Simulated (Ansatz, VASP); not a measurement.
# H2Pb: VASP beside Ansatz

```xyz
6
Lattice="-2.1247 2.1247 6.0600 2.1247 -2.1247 6.0600 2.1247 2.1247 -6.0600" Properties=species:S:1:pos:R:3 pbc="T T T"
Pb    0.0000    2.1247    3.0300
Pb    0.0000    0.0000    0.0000
H     0.0000    2.1247    0.6370
H     0.0000    0.0000    9.7269
H     0.0000    0.0000    2.3930
H     0.0000    2.1247    5.4230
```

Alike in both runs: task single point; functional r2SCAN; dispersion rVV10; k mesh 10 × 10 × 10; occupations fermi-dirac, width 0.03 eV; no spin polarisation.

|  | VASP | Ansatz |
| --- | --- | --- |
| version | VASP 6.6.1 | Ansatz 0.2.0 |
| potentials or method | VASP PAW PBE potentials, release 64 (Pb_d, H) | plane waves, PAW |
| plane-wave cutoff (eV) | 520 | 500 |
| valence electrons in the cell | 32 | 32 |

|  | VASP | Ansatz | Ansatz less VASP |
| --- | --- | --- | --- |
| pressure (GPa) | -0.2 | -0.2 | 0.00 |
| traceless stress, the component that is largest in VASP (GPa) | 0.15 | 0.14 | -0.002 |
| rms of the force components (eV/Å) | 0.005 | 0.004 | -0.0009 |

VASP's potentials were made for PBE, not for r2SCAN. Atom by atom the forces differ by 0.001 eV/Å (rms over components).

Neither program's run includes spin-orbit coupling.
